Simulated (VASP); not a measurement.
# Ge (P-6m2) in VASP: further runs, part 2 of 2

VASP 6.6.1. Earlier steps stand in the parts before.

## Step 3: Single point, PBEsol

This run uses another cell than the first one, of 24.12 Å³/atom, 1.018 times its volume.

INCAR reads:

```
SYSTEM = Ge
PREC = Accurate
ENCUT = 520
EDIFF = 1E-6
ISMEAR = 0
SIGMA = 0.15
LREAL = .False.
LASPH = .True.
NELM = 60
ALGO = Normal
ISIF = 2
LWAVE = .False.
LCHARG = .False.
GGA = PS
NBANDS = 66
```

KPOINTS reads:

```
regular mesh
0
Gamma
  11 11 3
  0 0 0
```

POSCAR reads:

```
Ge
1.0
   -2.0020822485     -3.4677081753      0.0000000000
    2.0020822485     -3.4677081753      0.0000000000
    0.0000000000      0.0000000000     13.8950496104
Ge
8
Direct
    0.0000000000      0.0000000000      0.1483434880
    0.0000000000      0.0000000000      0.3246684831
    0.0000000000      0.0000000000      0.6213554592
    0.0000000000      0.0000000000      0.7976804542
    0.6666666667      0.6666666667      0.0890579686
    0.3333333333      0.3333333333      0.3839540025
    0.3333333333      0.3333333333      0.5620699397
    0.6666666667      0.6666666667      0.8569659737
```

Potentials or basis: VASP PAW PBE potentials, release 64 (Ge_d).

Launch:

```console
$ cat potpaw_PBE.64/Ge_d/POTCAR > POTCAR
$ mpirun -np 1 vasp_std > vasp.out
```

OUTCAR:

```text
SYSTEM = Ge
   PREC = Accurate
   ENCUT = 520
   EDIFF = 1E-6
   ISMEAR = 0
   LREAL = .False.
   LASPH = .True.
   NELM = 60
   ISIF = 2
   GGA = PS

 ion  position               nearest neighbor table
   1  0.000  0.000  0.148-   2 2.45   5 2.45   5 2.45   5 2.45
   2  0.000  0.000  0.325-   1 2.45   6 2.45   6 2.45   6 2.45
   3  0.000  0.000  0.621-   4 2.45   7 2.45   7 2.45   7 2.45
   4  0.000  0.000  0.798-   3 2.45   8 2.45   8 2.45   8 2.45
   5  0.667  0.667  0.089-   1 2.45   1 2.45   1 2.45
   6  0.333  0.333  0.384-   2 2.45   2 2.45   2 2.45   7 2.47
   7  0.333  0.333  0.562-   3 2.45   3 2.45   3 2.45   6 2.47
   8  0.667  0.667  0.857-   4 2.45   4 2.45   4 2.45

  LATTYP: Found a hexagonal cell.
 ALAT       =     4.0041644970
 C/A-ratio  =     3.4701495458

  Lattice vectors:

 A1 = (  -2.0020822485,   3.4677081753,   0.0000000000)
 A2 = (  -2.0020822485,  -3.4677081753,   0.0000000000)
 A3 = (   0.0000000000,   0.0000000000,  13.8950496104)

Analysis of symmetry for initial positions (statically):
=====================================================================
 Subroutine PRICEL returns:
 Original cell was already a primitive cell.

 Routine SETGRP: Setting up the symmetry group for a
 hexagonal supercell.

 Subroutine GETGRP returns: Found 12 space group operations
 (whereof  6 operations were pure point group operations)
 out of a pool of 24 trial point group operations.

The static configuration has the point symmetry C_3v.
 The point group associated with its full space group is D_3h.

Analysis of symmetry for dynamics (positions and initial velocities):
=====================================================================
 Subroutine PRICEL returns:
 Original cell was already a primitive cell.

 Routine SETGRP: Setting up the symmetry group for a
 hexagonal supercell.

 Subroutine GETGRP returns: Found 12 space group operations
 (whereof  6 operations were pure point group operations)
 out of a pool of 24 trial point group operations.

The dynamic configuration has the point symmetry C_3v.
 The point group associated with its full space group is D_3h.

 Subroutine INISYM returns: Found 12 space group operations
 (whereof  6 operations are pure point group operations),
 and found     1 'primitive' translations

----------------------------------------------------------------------------------------

                                     Primitive cell

  volume of cell :     192.9366

  direct lattice vectors                    reciprocal lattice vectors
    -2.002082248 -3.467708175  0.000000000    -0.249739990 -0.144187450  0.000000000
     2.002082248 -3.467708175  0.000000000     0.249739990 -0.144187450  0.000000000
     0.000000000  0.000000000 13.895049610     0.000000000  0.000000000  0.071968077

  length of vectors
     4.004164497  4.004164497 13.895049610     0.288374900  0.288374900  0.071968077

  position of ions in fractional coordinates (direct lattice)
     0.000000000  0.000000000  0.148343488
     0.000000000  0.000000000  0.324668483
     0.000000000  0.000000000  0.621355459
     0.000000000  0.000000000  0.797680454
[... 38 lines left out ...]
 ===========================================

 Found     32 irreducible k-points:

 Following reciprocal coordinates:
            Coordinates               Weight
  0.000000  0.000000  0.000000      1.000000
  0.090909  0.000000  0.000000      6.000000
  0.181818  0.000000  0.000000      6.000000
  0.272727  0.000000  0.000000      6.000000
  0.363636  0.000000  0.000000      6.000000
  0.454545  0.000000  0.000000      6.000000
[... 16 lines left out ...]
  0.181818  0.090909  0.333333     12.000000
  0.272727  0.090909  0.333333     24.000000
 [... further k-points ...]
   k-points           NKPTS =     32   k-points in BZ     NKDIM =     32   number of bands    NBANDS=     66
   number of dos      NEDOS =    301   number of ions     NIONS =      8
   total plane-waves  NPLWV =  97200
   dimension x,y,z NGX =    30 NGY =   30 NGZ =  108
   dimension x,y,z NGXF=    60 NGYF=   60 NGZF=  216
   ions per type =               8
   NGX,Y,Z   is equivalent  to a cutoff of  12.46, 12.46, 12.92 a.u.
   NGXF,Y,Z  is equivalent  to a cutoff of  24.91, 24.91, 25.84 a.u.
 SYSTEM =  Ge
   PREC   = accura    normal or accurate (medium, high low for compatibility)
   ISTART =      0    job   : 0-new  1-cont  2-samecut
   ICHARG =      2    charge: 1-file 2-atom 10-const
   ISPIN  =      1    spin polarized calculation?
   LNONCOLLINEAR =      F non collinear calculations
   LSORBIT =      F    spin-orbit coupling
   LASPH  =      T    aspherical Exc in radial PAW
   ENCUT  =  520.0 eV  38.22 Ry    6.18 a.u.   7.45  7.45 25.84*2*pi/ulx,y,z
   NELM   =     60;   NELMIN=  2; NELMDL= -5     # of ELM steps
   EDIFF  = 0.1E-05   stopping-criterion for ELM
   LREAL  =      F    real-space projection
   EDIFFG = 0.1E-04   stopping-criterion for IOM
   NSW    =      0    number of steps for IOM
   IBRION =     -1    ionic relax: 0-MD 1-quasi-New 2-CG
   NFREE  =      0    steps in history (QN), initial steepest desc. (CG)
   ISIF   =      2    stress and relaxation
   ISYM   =      2    0-nonsym 1-usesym 2-fastsym
   POTIM  = 0.5000    time-step for ionic-motion
   TEBEG  =    0.0;   TEEND  =   0.0 temperature during run
   PSTRESS=    0.0 pullay stress
   NELECT =     112.0000    total number of electrons
   NUPDOWN=      -1.0000    fix difference up-down
   EMIN   =  10.00;   EMAX   =-10.00  energy-range for DOS
   EFERMI =   0.00;   METHOD = LEGACY
   ISMEAR =     0;   SIGMA  =   0.15  broadening in eV -4-tet -1-fermi 0-gaus
   EFERMI_NEDOS =   21; number of points for ismear=-14 and -15
   IALGO  =     38    algorithm
   IMIX   =      4    mixing-type and parameters
     AMIX     =   0.40;   BMIX     =  1.00
     AMIX_MAG =   1.60;   BMIX_MAG =  1.00
  volume/ion in A,a.u.               =      24.12       162.75
  Fermi-wavevector in a.u.,A,eV,Ry     =   1.365660  2.580724 25.375244  1.865028
  Thomas-Fermi vector in A             =   2.491869
   LORBIT       =      0    0 simple, 1 ext, 2 COOP (PROOUT), +10 PAW based schemes
   GGA     = PS    functional components
   LHFCALC =     F    Hartree Fock is set to
   AEXX    =    0.0000 exact exchange contribution
   IVDW    =     0    specifies the selected vdW correction
   LEPSILON=     F    determine dielectric tensor
   LRPA    =     F    only Hartree local field effects (RPA)
 non-spin polarized calculation
 Gauss-broadening in eV      SIGMA  =   0.15
  energy-cutoff  :      520.00
  volume of cell :      192.94
 maximum number of plane-waves:      5241
 NGX is ok and might be reduce to    30
   NGX = 15   NGY = 15   NGZ = 51

 number of electron     112.0000103 magnetization

 Free energy of the ion-electron system (eV)
  ---------------------------------------------------
  ext. energy  EPLUGINS =         0.00000000
  ---------------------------------------------------
  free energy    TOTEN  =       -38.61688659 eV

  energy without entropy =      -38.60946993  energy(sigma->0) =      -38.61317826

 E-fermi :   4.1905     XC(G=0):  -9.8077

 val. band max:        4.1578058224   @ k =   0.0000   0.0000   0.3333
 cond. band min:       4.2303935577   @ k =   0.0000   0.0000   0.0000
 fundamental gap:      0.0725877353
 Fermi energy:         4.1905198868

 k-point     1 :       0.0000    0.0000    0.0000
  band No.  band energies     occupation
      1     -20.5643      2.00000
      2     -20.5643      2.00000
      3     -20.5471      2.00000
      4     -20.5471      2.00000
      5     -20.5257      2.00000
      6     -20.5075      2.00000
[... 1645 lines left out ...]
     65       8.3519      0.00000
     66       8.6752      0.00000

 [... further k-points ...]
[... 5 lines left out ...]
  --------------------------------------------------------------------------------------
  -------------------------------------------------------------------------------------
  Total       -0.0150958     -0.0150958     -4.2914447     -0.0000000      0.0000000      0.0000000
  in kB       -0.1253584     -0.1253584    -35.6368697     -0.0000000      0.0000000      0.0000000
  external PRESSURE =     -11.9625288 kB  Pullay stress =       0.0000000 kB

 VOLUME and BASIS-vectors are now :
 -----------------------------------------------------------------------------
  energy-cutoff  :      520.00
  volume of cell :      192.94
      direct lattice vectors                 reciprocal lattice vectors
    -2.002082248 -3.467708175  0.000000000    -0.249739990 -0.144187450  0.000000000
     2.002082248 -3.467708175  0.000000000     0.249739990 -0.144187450  0.000000000
     0.000000000  0.000000000 13.895049610     0.000000000  0.000000000  0.071968077

 POSITION                                       TOTAL-FORCE (eV/Angst)
 -----------------------------------------------------------------------------------
      0.00000      0.00000      2.06124         0.000000      0.000000     -0.325187
      0.00000      0.00000      4.51128        -0.000000     -0.000000      0.055566
      0.00000      0.00000      8.63376        -0.000000     -0.000000     -0.055566
      0.00000      0.00000     11.08381        -0.000000      0.000000      0.325187
      0.00000     -4.62361      1.23746        -0.000000     -0.000000     -1.109668
      0.00000     -2.31181      5.33506         0.000000     -0.000000     -0.034375
      0.00000     -2.31181      7.80999         0.000000     -0.000000      0.034375
      0.00000     -4.62361     11.90758         0.000000      0.000000      1.109668
 -----------------------------------------------------------------------------------
    total drift:                                0.000000     -0.000002     -0.000549

  FREE ENERGIE OF THE ION-ELECTRON SYSTEM (eV)
  ---------------------------------------------------
  free  energy   TOTEN  =       -38.6168865886 eV

  energy  without entropy=      -38.6094699297  energy(sigma->0) =      -38.61317826
```

Run time: 6.5 min. Hardware: 1 thread of Oxide Virtual Turin-like, shared host; peak memory 0.42 GiB.

Results:

```yaml
Free_energy: -38.6169 eV
Pressure: -1.2 GPa
Largest_force: 1.110 eV/Å
Band_gap_on_the_k_mesh: zero (band 56 reaches 4.25 eV, above the bottom of band 57 at 3.93 eV)
```

Forces on the atoms (eV/Å):
```
Ge   0.000  0.000 -0.325
Ge   0.000  0.000  0.056
Ge   0.000  0.000 -0.056
Ge   0.000  0.000  0.325
Ge   0.000  0.000 -1.110
Ge   0.000  0.000 -0.034
Ge   0.000  0.000  0.034
Ge   0.000  0.000  1.110
```

Caveat: the PAW data sets were made with another functional, which shifts forces and pressure a little.

## Step 4: Single point, PBEsol

This run uses another cell than the first one, of 22.29 Å³/atom, 0.941 times its volume.

INCAR reads:

```
SYSTEM = Ge
PREC = Accurate
ENCUT = 520
EDIFF = 1E-6
ISMEAR = 0
SIGMA = 0.15
LREAL = .FALSE.
LASPH = .TRUE.
NELM = 100
ALGO = Normal
ISIF = 2
LWAVE = .FALSE.
LCHARG = .FALSE.
GGA = PS
NBANDS = 66
```

KPOINTS reads:

```
Automatic mesh
0
G
  11 11 3
  0 0 0
```

POSCAR reads:

```
Ge
1.0
   -2.0020822485     -3.4677081753      0.0000000000
    2.0020822485     -3.4677081753      0.0000000000
    0.0000000000      0.0000000000     12.8450496104
Ge
8
Direct
    0.0000000000      0.0000000000      0.1604696119
    0.0000000000      0.0000000000      0.3512080386
    0.0000000000      0.0000000000      0.6721472624
    0.0000000000      0.0000000000      0.8628856891
    0.6666666667      0.6666666667      0.0963378834
    0.3333333333      0.3333333333      0.4153397671
    0.3333333333      0.3333333333      0.6080155339
    0.6666666667      0.6666666667      0.9270174176
```

Launch:

```console
$ cat potpaw_PBE.64/Ge_d/POTCAR > POTCAR
$ mpirun -np 1 vasp_std > vasp.out
```

Wall time 8.1 min (1 thread of Oxide Virtual Turin-like, shared host); peak memory 0.38 GiB.

Results (log left out):

```
Free energy            : -38.9651 eV
Pressure               : 2.5 GPa
Largest force          : 3.564 eV/Å
Band gap on the k mesh : zero (band 56 reaches 5.16 eV, above the bottom of band 57 at 4.97 eV)
```

Forces in eV/Å, atoms in the order of the input:
```
Ge   0.000  0.000  0.337
Ge   0.000  0.000 -0.014
Ge   0.000  0.000  0.014
Ge   0.000  0.000 -0.337
Ge   0.000  0.000  3.564
Ge   0.000  0.000  0.006
Ge   0.000  0.000 -0.006
Ge   0.000  0.000 -3.564
```

Stress tensor (GPa, compression positive):
```
-0.19  0.00  0.00
 0.00 -0.19  0.00
 0.00  0.00  7.84
```

Levels at points of the mesh, in eV from the Fermi level:
```
           k point  band 53  band 54  band 55  band 56  band 57  band 58  band 59  band 60
(0.00, 0.00, 0.00)    -0.83    -0.47     0.02     0.09     0.09     0.15     0.38     0.80
```

Caveat: the PAW data sets were made with another functional, which shifts forces and pressure a little.

## Step 5: Single point, PBEsol

This run uses another cell than the first one, of 26.29 Å³/atom, 1.110 times its volume.

INCAR reads:

```
PREC = Accurate ; ENCUT = 520
EDIFF = 1E-6 ; ISMEAR = 0
SIGMA = 0.15 ; LREAL = F
LASPH = T ; NELM = 100
ALGO = Normal ; ISIF = 2
LWAVE = F ; LCHARG = T
GGA = PS ; LELF = T
LVHAR = T ; NBANDS = 66
```

KPOINTS reads:

```
regular mesh
0
Gamma
  11 11 3
```

POSCAR reads:

```
Ge
1.0
   -2.0020822485     -3.4677081753      0.0000000000
    2.0020822485     -3.4677081753      0.0000000000
    0.0000000000      0.0000000000     15.1450496104
Ge
8
Direct
    0.0000000000      0.0000000000      0.1360999256
    0.0000000000      0.0000000000      0.2978718985
    0.0000000000      0.0000000000      0.5700717497
    0.0000000000      0.0000000000      0.7318437225
    0.6666666667      0.6666666667      0.0817075496
    0.3333333333      0.3333333333      0.3522642745
    0.3333333333      0.3333333333      0.5156793737
    0.6666666667      0.6666666667      0.7862360986
```

Launch:

```console
$ cat potpaw_PBE.64/Ge_d/POTCAR > POTCAR
$ mpirun -np 1 vasp_std > vasp.out
```

Run time: 9.2 min. Hardware: 1 thread of Oxide Virtual Turin-like, shared host; peak memory 0.47 GiB.

Results (log left out):

```
Free energy            : -37.5217 eV
Pressure               : -0.2 GPa
Largest force          : 0.349 eV/Å
Band gap on the k mesh : zero (band 56 reaches 3.54 eV, above the bottom of band 57 at 2.87 eV)
```

Forces in eV/Å, atoms in the order of the input:
```
Ge   0.000  0.000 -0.349
Ge   0.000  0.000  0.096
Ge   0.000  0.000 -0.096
Ge   0.000  0.000  0.349
Ge   0.000  0.000 -0.259
Ge   0.000  0.000 -0.040
Ge   0.000  0.000  0.040
Ge   0.000  0.000  0.259
```

Stress tensor (GPa, compression positive):
```
 0.04  0.00  0.00
 0.00  0.04  0.00
 0.00  0.00 -0.57
```

Levels at points of the mesh, in eV from the Fermi level:
```csv
k point,band 52,band 53,band 54,band 55,band 56,band 57,band 58,band 59,band 60,band 61
"(0.00, 0.00, 0.00)",-0.58,-0.11,-0.11,0.24,0.24,0.35,0.60,0.94,1.21,1.78
```

Caveat: the PAW data sets were made with another functional, which shifts forces and pressure a little.

## Step 6: Single point, PBEsol

This run uses another cell than the first one, of 28.02 Å³/atom, 1.183 times its volume.

INCAR reads:

```
PREC     = Accurate       # precision mode
ENCUT    = 520            # plane-wave cutoff, eV
EDIFF    = 1E-6           # SCF threshold, eV
ISMEAR   = 0              # smearing method
SIGMA    = 0.15           # smearing width, eV
LREAL    = False          # projectors in reciprocal space
LASPH    = True           # aspherical terms in the spheres
NELM     = 60             # most SCF steps
ALGO     = Normal         # electronic algorithm
ISIF     = 2              # what is computed and relaxed
LWAVE    = False          # write WAVECAR
LCHARG   = False          # write CHGCAR
GGA      = PS             # functional
NBANDS   = 66             # bands
```

KPOINTS is that of step 5.

POSCAR reads:

```
Ge
1.0
   -2.0020822485     -3.4677081753      0.0000000000
    2.0020822485     -3.4677081753      0.0000000000
    0.0000000000      0.0000000000     16.1450496104
Ge
8
Direct
    0.0000000000      0.0000000000      0.1276701017
    0.0000000000      0.0000000000      0.2794221627
    0.0000000000      0.0000000000      0.5347623661
    0.0000000000      0.0000000000      0.6865144272
    0.6666666667      0.6666666667      0.0766467073
    0.3333333333      0.3333333333      0.3304455571
    0.3333333333      0.3333333333      0.4837389717
    0.6666666667      0.6666666667      0.7375378215
```

Potentials or basis: VASP PAW PBE potentials, release 64 (Ge_d).

Launch:

```console
$ cat potpaw_PBE.64/Ge_d/POTCAR > POTCAR
$ mpirun -np 1 vasp_std > vasp.out
```

It took 12 min on 1 thread of Oxide Virtual Turin-like, shared host; peak memory 0.47 GiB.

Results (log left out):

* Free energy: -37.3259 eV
* Pressure: 0.2 GPa
* Largest force: 0.321 eV/Å
* Band gap on the k mesh: zero (band 56 reaches 2.96 eV, above the bottom of band 57 at 2.48 eV)

Forces in eV/Å, atoms in the order of the input:
```
Ge   0.000  0.000 -0.321
Ge   0.000  0.000  0.086
Ge   0.000  0.000 -0.086
Ge   0.000  0.000  0.321
Ge   0.000  0.000  0.082
Ge   0.000  0.000  0.018
Ge   0.000  0.000 -0.018
Ge   0.000  0.000 -0.082
```

Stress tensor (GPa, compression positive):
```
0.14 0.00 0.00
0.00 0.14 0.00
0.00 0.00 0.43
```

Levels at points of the mesh, in eV from the Fermi level:
| k point | band 52 | band 53 | band 54 | band 55 | band 56 | band 57 | band 58 | band 59 | band 60 | band 61 |
| --- | --- | --- | --- | --- | --- | --- | --- | --- | --- | --- |
| (0.00, 0.00, 0.00) | -0.54 | -0.06 | -0.06 | 0.27 | 0.27 | 0.38 | 0.80 | 0.96 | 1.27 | 1.66 |

Caveat: the PAW data sets were made with another functional, which shifts forces and pressure a little.

## Step 7: Overview

```tsv
cell	gap on the mesh (eV)	pressure (GPa)	largest force (eV/Å)
a = 4.004, b = 4.004, c = 13.645 Å, angles 90.0, 90.0, 60.0°, 8 atoms	none	-1.1	1.17
a = 4.004, b = 4.004, c = 13.895 Å, angles 90.0, 90.0, 60.0°, 8 atoms	none	-1.2	1.11
a = 4.004, b = 4.004, c = 12.845 Å, angles 90.0, 90.0, 60.0°, 8 atoms	none	2.5	3.56
a = 4.004, b = 4.004, c = 15.145 Å, angles 90.0, 90.0, 60.0°, 8 atoms	none	-0.2	0.35
a = 4.004, b = 4.004, c = 16.145 Å, angles 90.0, 90.0, 60.0°, 8 atoms	none	0.2	0.32
```

Alike in all rows: task single point; level PBEsol; potentials or basis VASP PAW PBE potentials, release 64 (Ge_d); no spin polarisation; k mesh 11 × 11 × 3; cutoff (eV) 520; smearing gaussian 0.15 eV.

Caveats: the PAW data sets were made with another functional, which shifts forces and pressure a little.

Total energies depend on the potentials used, so only differences within one code and one set of settings carry meaning.
